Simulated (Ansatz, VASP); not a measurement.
Fe: VASP beside Ansatz

The input POSCAR:

```
Fe
1.0
    0.0000000000      2.4342885952      2.4342885952
    2.4342885952      0.0000000000      2.4342885952
    2.4342885952      2.4342885952      0.0000000000
Fe
2
Direct
    1.0000000000      0.0000000000      0.0000000000
    0.5000000000      0.5000000000      0.5000000000
```

File INCAR.step1:

```
SYSTEM = Fe
PREC = Accurate
ENCUT = 520
ISMEAR = -1
SIGMA = 0.05
LREAL = .False.
LASPH = .True.
NELM = 150
ISPIN = 2
MAGMOM = 2.741 -2.741
LMAXMIX = 4
NBANDS = 19
GGA = PE
ALGO = Normal
EDIFF = 1E-4
LWAVE = .True.
LCHARG = .False.
```

The input INCAR.step2:

```
SYSTEM = Fe
PREC = Accurate
ENCUT = 520
EDIFF = 1E-7
ISMEAR = -1
SIGMA = 0.05
LREAL = .False.
LASPH = .True.
NELM = 150
ALGO = Normal
ISIF = 2
LWAVE = .False.
LCHARG = .False.
ISPIN = 2
MAGMOM = 2.741 -2.741
LORBIT = 11
LMAXMIX = 4
METAGGA = R2SCAN
LMIXTAU = .True.
NBANDS = 19
ISTART = 1
```

The input KPOINTS:

```
regular mesh
0
Gamma
  13 13 13
  0 0 0
```

Input for Ansatz:

```yaml
crystal:
  lattice:
    - [0.0, 2.4342885952, 2.4342885952]
    - [2.4342885952, 0.0, 2.4342885952]
    - [2.4342885952, 2.4342885952, 0.0]
  atoms:
    - { symbol: Fe, position: [1.0, 0.0, 0.0], spin: 2.741 }
    - { symbol: Fe, position: [0.5, 0.5, 0.5], spin: -2.741 }
hamiltonian:
  xc: r2scan
  pseudopotentials:
    kind: paw
    azcp:
      Fe: "pseudopotentials/Fe.paw.azcp"
basis:
  ecutwfc: 500
  fft_grid_basis: typed
kpoints:
  mp_grid: { grid: [13, 13, 13], shift: [0, 0, 0] }
magnetization:
  spin_polarized: true
scf:
  occupations: { method: fermi_dirac, width: 0.05 }
  lower_state_search: "off"
output:
  stress: true
  write_density: true
  write_potential: true
  elf: true
  volumetric_format: npy
```

Alike in both runs: task single point; functional r2SCAN; k mesh 13 × 13 × 13; occupations fermi-dirac, width 0.05 eV; collinear spin.

|  | VASP | Ansatz |
| --- | --- | --- |
| version | VASP 6.6.1 | Ansatz 0.2.0 |
| potentials or method | VASP PAW PBE potentials, release 64 (Fe), cutoff 520 eV | plane waves (500 eV) with PAW, scalar-relativistic |
| valence electrons in the cell | 16 | 32 |

|  | VASP | Ansatz | Ansatz less VASP |
| --- | --- | --- | --- |
| pressure (GPa) | -0.4 | -0.1 | +0.30 |
| net moment per atom (μB) | 0.00 | 0.00 | 0.000 |
| size of the moment on the site where the two differ most (μB) | 2.83 | 2.74 | -0.092 |

VASP's potentials were made for PBE, not for r2SCAN. Site moments also hang on the region over which each program counts them. VASP's potentials hold 16 valence electrons a cell and Ansatz's 32, so a difference there can come from the potentials and not from the codes. Ansatz's warnings: stability check not made.
